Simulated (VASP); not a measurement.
# H2 in VASP: single point with PBE+D3(BJ)

Aim: the single point of H2 with PBE+D3(BJ).

Everything below comes from runs of VASP 6.6.1. Logs are shortened: lines on timing, memory, paths and dates and some standing lists are left out, and cuts for length are marked.

## Step 1: The cell of the first run

The cell holds a molecule in a box, 2 atoms: a = 7.174 Å, b = 7.174 Å, c = 28.233 Å, α = 90.00°, β = 90.00°, γ = 120.00°.

## Step 2: Single point, PBE+D3(BJ)

The input, INCAR:

```
SYSTEM = H
  ALGO = Normal
  DIPOL = 0.5 0.5 0.673
  EDIFF = 1E-7
  ENCUT = 520
  GGA = PE
  IDIPOL = 3
  ISIF = 2
  ISMEAR = 0
  IVDW = 12
  LASPH = .True.
  LCHARG = .False.
  LDIPOL = .True.
  LREAL = .False.
  LWAVE = .False.
  NBANDS = 8
  NELM = 100
  PREC = Accurate
  SIGMA = 0.05
```

The input, KPOINTS:

```
k-points
0
Gamma
  3 3 1
  0 0 0
```

The input, POSCAR:

```
H
1.0
    7.1741418864      0.0000000000      0.0000000000
   -3.5870709432      6.2129891240      0.0000000000
    0.0000000000      0.0000000000     28.2328632194
H
2
Direct
    0.7422192208      0.3853832073      0.6658704656
    0.6416021817      0.3425263688      0.6807134186
```

Potentials or basis: VASP PAW PBE potentials, release 64 (H).

Launch:

```sh
cat potpaw_PBE.64/H/POTCAR > POTCAR
mpirun -np 1 vasp_std > vasp.out
```

OUTCAR:

```text
SYSTEM = H
   EDIFF = 1E-7
   ENCUT = 520
   GGA = PE
   ISIF = 2
   ISMEAR = 0
   IVDW = 12
   LASPH = .True.
   LREAL = .False.
   NELM = 100
   PREC = Accurate
 IVDW          = 12

 ion  position               nearest neighbor table
   1  0.742  0.385  0.666-   2 0.75
   2  0.642  0.343  0.681-   1 0.75

  LATTYP: Found a hexagonal cell.
 ALAT       =     7.1741418864
 C/A-ratio  =     3.9353644891

  Lattice vectors:

 A1 = (   7.1741418864,   0.0000000000,   0.0000000000)
 A2 = (  -3.5870709432,   6.2129891240,   0.0000000000)
 A3 = (   0.0000000000,   0.0000000000,  28.2328632194)

Analysis of symmetry for initial positions (statically):
=====================================================================
 Subroutine PRICEL returns:
 Original cell was already a primitive cell.

 Routine SETGRP: Setting up the symmetry group for a
 hexagonal supercell.

 Subroutine GETGRP returns: Found  2 space group operations
 (whereof  1 operations were pure point group operations)
 out of a pool of 24 trial point group operations.

The static configuration has the point symmetry C_1 .
 The point group associated with its full space group is S_2 .

Analysis of symmetry for dynamics (positions and initial velocities):
=====================================================================
 Subroutine PRICEL returns:
 Original cell was already a primitive cell.

 Routine SETGRP: Setting up the symmetry group for a
 hexagonal supercell.

 Subroutine GETGRP returns: Found  2 space group operations
 (whereof  1 operations were pure point group operations)
 out of a pool of 24 trial point group operations.

The dynamic configuration has the point symmetry C_1 .
 The point group associated with its full space group is S_2 .

 Subroutine INISYM returns: Found  2 space group operations
 (whereof  1 operations are pure point group operations),
 and found     1 'primitive' translations

----------------------------------------------------------------------------------------

                                     Primitive cell

  volume of cell :    1258.4196

  direct lattice vectors                    reciprocal lattice vectors
     7.174141886  0.000000000  0.000000000     0.139389493  0.080476561  0.000000000
    -3.587070943  6.212989124  0.000000000     0.000000000  0.160953123  0.000000000
     0.000000000  0.000000000 28.232863219     0.000000000  0.000000000  0.035419716

  length of vectors
     7.174141886  7.174141886 28.232863219     0.160953123  0.160953123  0.035419716

  position of ions in fractional coordinates (direct lattice)
     0.742219221  0.385383207  0.665870466
     0.641602182  0.342526369  0.680713419

  ion indices of the primitive-cell ions
   primitive index   ion index
                 1           1
                 2           2

----------------------------------------------------------------------------------------

 KPOINTS: k-points

Automatic generation of k-mesh.
 Grid dimensions read from file:
 generate k-points for:    3    3    1

 Generating k-lattice:

  Cartesian coordinates                     Fractional coordinates (reciprocal lattice)
     0.046463164  0.026825520  0.000000000     0.333333333 -0.000000000  0.000000000
     0.000000000  0.053651041  0.000000000     0.000000000  0.333333333  0.000000000
     0.000000000  0.000000000  0.035419716     0.000000000  0.000000000  1.000000000

  Length of vectors
     0.053651041  0.053651041  0.035419716

  Shift w.r.t. Gamma in fractional coordinates (k-lattice)
     0.000000000  0.000000000  0.000000000

 Subroutine IBZKPT returns following result:
 ===========================================

 Found      5 irreducible k-points:

 Following reciprocal coordinates:
            Coordinates               Weight
  0.000000  0.000000  0.000000      1.000000
  0.333333 -0.000000  0.000000      2.000000
  0.000000  0.333333  0.000000      2.000000
 -0.333333  0.333333  0.000000      2.000000
  0.333333  0.333333  0.000000      2.000000
   k-points           NKPTS =      5   k-points in BZ     NKDIM =      5   number of bands    NBANDS=      8
   number of dos      NEDOS =    301   number of ions     NIONS =      2
   total plane-waves  NPLWV = 612360
   dimension x,y,z NGX =    54 NGY =   54 NGZ =  210
   dimension x,y,z NGXF=   108 NGYF=  108 NGZF=  420
   ions per type =               2
   NGX,Y,Z   is equivalent  to a cutoff of  12.51, 12.51, 12.37 a.u.
   NGXF,Y,Z  is equivalent  to a cutoff of  25.03, 25.03, 24.73 a.u.
 SYSTEM =  H
   PREC   = accura    normal or accurate (medium, high low for compatibility)
   ISTART =      0    job   : 0-new  1-cont  2-samecut
   ICHARG =      2    charge: 1-file 2-atom 10-const
   ISPIN  =      1    spin polarized calculation?
   LNONCOLLINEAR =      F non collinear calculations
   LSORBIT =      F    spin-orbit coupling
   LASPH  =      T    aspherical Exc in radial PAW
   ENCUT  =  520.0 eV  38.22 Ry    6.18 a.u.  13.34 13.34 52.49*2*pi/ulx,y,z
   NELM   =    100;   NELMIN=  2; NELMDL= -5     # of ELM steps
   EDIFF  = 0.1E-06   stopping-criterion for ELM
   LREAL  =      F    real-space projection
   EDIFFG = 0.1E-05   stopping-criterion for IOM
   NSW    =      0    number of steps for IOM
   IBRION =     -1    ionic relax: 0-MD 1-quasi-New 2-CG
   NFREE  =      0    steps in history (QN), initial steepest desc. (CG)
   ISIF   =      2    stress and relaxation
   ISYM   =      2    0-nonsym 1-usesym 2-fastsym
   POTIM  = 0.5000    time-step for ionic-motion
   TEBEG  =    0.0;   TEEND  =   0.0 temperature during run
   PSTRESS=    0.0 pullay stress
   NELECT =       2.0000    total number of electrons
   NUPDOWN=      -1.0000    fix difference up-down
   EMIN   =  10.00;   EMAX   =-10.00  energy-range for DOS
   EFERMI =   0.00;   METHOD = LEGACY
   ISMEAR =     0;   SIGMA  =   0.05  broadening in eV -4-tet -1-fermi 0-gaus
   EFERMI_NEDOS =   21; number of points for ismear=-14 and -15
   IALGO  =     38    algorithm
   IMIX   =      4    mixing-type and parameters
     AMIX     =   0.40;   BMIX     =  1.00
     AMIX_MAG =   1.60;   BMIX_MAG =  1.00
  volume/ion in A,a.u.               =     629.21      4246.12
  Fermi-wavevector in a.u.,A,eV,Ry     =   0.191048  0.361029  0.496605  0.036499
  Thomas-Fermi vector in A             =   0.932020
   LORBIT       =      0    0 simple, 1 ext, 2 COOP (PROOUT), +10 PAW based schemes
   GGA     = PE    functional components
   LHFCALC =     F    Hartree Fock is set to
   AEXX    =    0.0000 exact exchange contribution
   IVDW    =    12    specifies the selected vdW correction
   LEPSILON=     F    determine dielectric tensor
   LRPA    =     F    only Hartree local field effects (RPA)
 non-spin polarized calculation
 Gauss-broadening in eV      SIGMA  =   0.05
  energy-cutoff  :      520.00
  volume of cell :     1258.42
 maximum number of plane-waves:     33939
 NGX is ok and might be reduce to    54
   NGX = 27   NGY = 27   NGZ =105

 dipolmoment           0.000000      0.000000     -0.000010 electrons x Angstroem

 number of electron       2.0000000 magnetization

 dipolmoment           0.000000      0.000000      0.000001 electrons x Angstroem

 Free energy of the ion-electron system (eV)
  ---------------------------------------------------
  ext. energy  EPLUGINS =         0.00000000
  ---------------------------------------------------
  free energy    TOTEN  =        -6.77204426 eV

  energy without entropy =       -6.77204426  energy(sigma->0) =       -6.77204426

 E-fermi : -10.0566     XC(G=0):  -0.2878

 val. band max:      -10.2909532212   @ k =   0.3333   0.3333   0.0000
 cond. band min:      -0.2359322505   @ k =   0.0000   0.0000   0.0000
 fundamental gap:     10.0550209707
 Fermi energy:       -10.0566266183

 k-point     1 :       0.0000    0.0000    0.0000
  band No.  band energies     occupation
      1     -10.2923      2.00000
      2      -0.2359      0.00000
      3       0.0090      0.00000
      4       0.0986      0.00000
      5       0.4381      0.00000
      6       0.6800      0.00000
      7       1.0533      0.00000
      8       1.5100      0.00000

 k-point     2 :       0.3333   -0.0000    0.0000
  band No.  band energies     occupation
      1     -10.2914      2.00000
      2      -0.1078      0.00000
      3       0.4165      0.00000
      4       0.5132      0.00000
      5       0.7693      0.00000
      6       0.9602      0.00000
      7       1.2090      0.00000
      8       1.6213      0.00000

 k-point     3 :       0.0000    0.3333    0.0000
  band No.  band energies     occupation
      1     -10.2914      2.00000
      2       0.0344      0.00000
      3       0.3784      0.00000
      4       0.5171      0.00000
      5       0.7554      0.00000
      6       0.9857      0.00000
      7       1.1588      0.00000
      8       1.3034      0.00000

 k-point     4 :      -0.3333    0.3333    0.0000
  band No.  band energies     occupation
      1     -10.2914      2.00000
      2       0.0029      0.00000
      3       0.3885      0.00000
      4       0.5162      0.00000
      5       0.7572      0.00000
      6       0.9766      0.00000
      7       1.1761      0.00000
      8       1.3565      0.00000

 k-point     5 :       0.3333    0.3333    0.0000
  band No.  band energies     occupation
      1     -10.2910      2.00000
      2       0.1739      0.00000
      3       0.6295      0.00000
      4       1.0012      0.00000
      5       1.1242      0.00000
      6       1.3664      0.00000
      7       1.3731      0.00000
      8       1.4147      0.00000

------------------------ aborting loop because EDIFF is reached ----------------------------------------

 vacuum level on the upper side and lower side of the slab       (xc-potential included)        -0.004        -0.004

 Edisp (eV)   -0.00270

 E8    (eV) :    -0.0005

  FORCE on cell =-STRESS in cart. coord.  units (eV):
  Direction    XX          YY          ZZ          XY          YZ          ZX
  --------------------------------------------------------------------------------------
  -------------------------------------------------------------------------------------
  Total      -0.09787    -0.04340    -0.06517    -0.03283     0.02408     0.05137
  in kB      -0.12461    -0.05526    -0.08297    -0.04179     0.03066     0.06540
  external pressure =       -0.09 kB  Pullay stress =        0.00 kB

 VOLUME and BASIS-vectors are now :
 -----------------------------------------------------------------------------
  energy-cutoff  :      520.00
  volume of cell :     1258.42
      direct lattice vectors                 reciprocal lattice vectors
     7.174141886  0.000000000  0.000000000     0.139389493  0.080476561  0.000000000
    -3.587070943  6.212989124  0.000000000     0.000000000  0.160953123  0.000000000
     0.000000000  0.000000000 28.232863219     0.000000000  0.000000000  0.035419716

 POSITION                                       TOTAL-FORCE (eV/Angst)
 -----------------------------------------------------------------------------------
      3.94239      2.39438     18.79943        -0.115467     -0.054157      0.085010
      3.37428      2.12811     19.21849         0.115467      0.054157     -0.085010
 -----------------------------------------------------------------------------------
    total drift:                                0.000005     -0.000000      0.000003

  FREE ENERGIE OF THE ION-ELECTRON SYSTEM (eV)
  ---------------------------------------------------
  free  energy   TOTEN  =        -6.7747468998 eV

  energy  without entropy=       -6.7747468998  energy(sigma->0) =       -6.77474690

 vacuum level on the upper side and lower side of the slab         0.021         0.021
```

Run time: 2.9 min. Hardware: 1 thread of Intel Xeon Platinum 8259CL at 2.50GHz (Skylake/Cascade Lake), shared host; peak memory 0.93 GiB.

Results:

```
Free energy                     : -6.7747 eV
Largest force                   : 0.153 eV/Å
Gap between the frontier levels : 10.06 eV
Dispersion energy per atom      : -0.001 eV
```

Forces in eV/Å, atoms in the order of the input:
```
H   -0.115 -0.054  0.085
H    0.115  0.054 -0.085
```
